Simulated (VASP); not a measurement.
# Pt: single point with PBEsol

The system is Pt.

```
Pt
1.0
    -1.79451    1.56044    1.79451
     1.32638   -1.56044    1.32638
     1.79451    1.56044   -1.79451
Pt
1
Direct
  0.00000 0.00000 0.00000
```

This cell differs from its parent crystal: engineering shear strain xz -0.3000, engineering shear strain yz +0.0000.

```
Program                : VASP 6.6.1
Task                   : single point
Functional             : PBEsol
Potentials or basis    : VASP PAW PBE potentials, release 64 (Pt)
Cutoff                 : 520 eV
k mesh                 : 20 × 20 × 20
Occupations            : gaussian, width 0.15 eV
Spin                   : no spin polarisation
Dipole correction      : no
Further INCAR settings : ALGO = Fast; EDIFF = 1e-07; NBANDS = 11
```

The pressure is 34.5 GPa. The band gap on the k mesh is zero (bands 5 and 6 overlap by 5.09 eV).

Stress tensor (GPa, compression positive):
```
24.02  0.00 45.04
 0.00 55.48  0.00
45.04  0.00 24.02
```

Levels at points of the mesh, in eV from the Fermi level:
```tsv
k point	band 2	band 3	band 4	band 5	band 6	band 7	band 8	band 9
(0.00, 0.00, 0.00)	-6.44	-4.97	-1.74	-0.78	0.26	13.54	17.60	19.60
(0.50, 0.00, 0.00)	-5.98	-1.42	-0.53	0.15	0.44	7.80	11.16	19.44
(0.00, 0.50, 0.00)	-4.96	-2.61	-1.58	2.90	3.05	11.27	11.57	14.33
(0.50, 0.00, 0.50)	-7.02	-1.75	0.35	0.38	0.39	3.31	15.83	18.58
(0.50, 0.50, 0.50)	-6.45	-1.61	0.08	2.96	7.66	8.29	9.04	15.39
```

It took 120 s on 1 thread of Intel(R) Xeon(R) Platinum 8375C CPU @ 2.90GHz (Ice Lake), with other jobs on the host, peak memory 0.3 GiB.

Caveat: the cell differs from its parent crystal (engineering shear strain xz -0.3000, engineering shear strain yz +0.0000); the cell stands under pressure; the PAW data sets were made with another functional, which shifts forces and pressure a little; spin-orbit coupling is left out, which moves the levels of the heavy elements.
